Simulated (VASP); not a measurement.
A run of VASP 6.6.1 is set up as follows.

POSCAR

```
InSb3
1.0
    4.8063670000      0.0000000000      0.0000000000
    0.0000000000      4.8063670000      0.0000000000
    0.0000000000      0.0000000000      4.8063670000
In Sb
1 3
Direct
    0.0000000000      0.0000000000      0.0000000000
    0.5000000000      0.0000000000      0.5000000000
    0.0000000000      0.5000000000      0.5000000000
    0.5000000000      0.5000000000      0.0000000000
```

Contents of INCAR.step1:

```
SYSTEM = InSb3
PREC = Accurate ; ENCUT = 600
ISMEAR = 1 ; SIGMA = 0.05
LREAL = .FALSE. ; LASPH = .TRUE.
NELM = 100 ; GGA = PE
ALGO = Normal ; EDIFF = 1E-4
LWAVE = .TRUE. ; LCHARG = .FALSE.
```

The input INCAR.step2:

```
SYSTEM = InSb3
PREC = Accurate ; ENCUT = 600
EDIFF = 1E-6 ; ISMEAR = 1
SIGMA = 0.05 ; LREAL = .FALSE.
LASPH = .TRUE. ; NELM = 100
ALGO = Normal ; ISIF = 3
LWAVE = .FALSE. ; LCHARG = .FALSE.
METAGGA = R2SCAN ; LMIXTAU = .TRUE.
IBRION = 2 ; NSW = 80
EDIFFG = -0.03 ; ISTART = 1
```

File KPOINTS:

```
regular mesh
0
G
  4 4 4
  0 0 0
```

Potentials or basis: VASP PAW PBE potentials, release 64 (In_d, Sb).

Run with:

```console
$ cat potpaw_PBE.64/In_d/POTCAR potpaw_PBE.64/Sb/POTCAR > POTCAR
$ cp INCAR.step1 INCAR
$ mpirun -np 1 vasp_std > vasp.out
$ cp INCAR.step2 INCAR
$ mpirun -np 1 vasp_std > vasp.out
```

**Question.** Predict the band gap on the k mesh.

**Answer.** Zero (bands 14 and 15 overlap by 4.96 eV).

**Question.** What does it give for the relaxed volume?

**Answer.** 27.55 Å³/atom.

The path:
| step | energy change (eV) | largest force (eV/Å) | pressure (GPa) | volume (Å³) |
| --- | --- | --- | --- | --- |
| 1 | 0.0000 | 0.0000 | -0.30 | 111.03 |
| 2 | -0.0006 | 0.0000 | 0.10 | 110.19 |

Caveat: the PAW data sets were made with another functional, which shifts forces and pressure a little; spin-orbit coupling is left out, which moves the levels of the heavy elements.
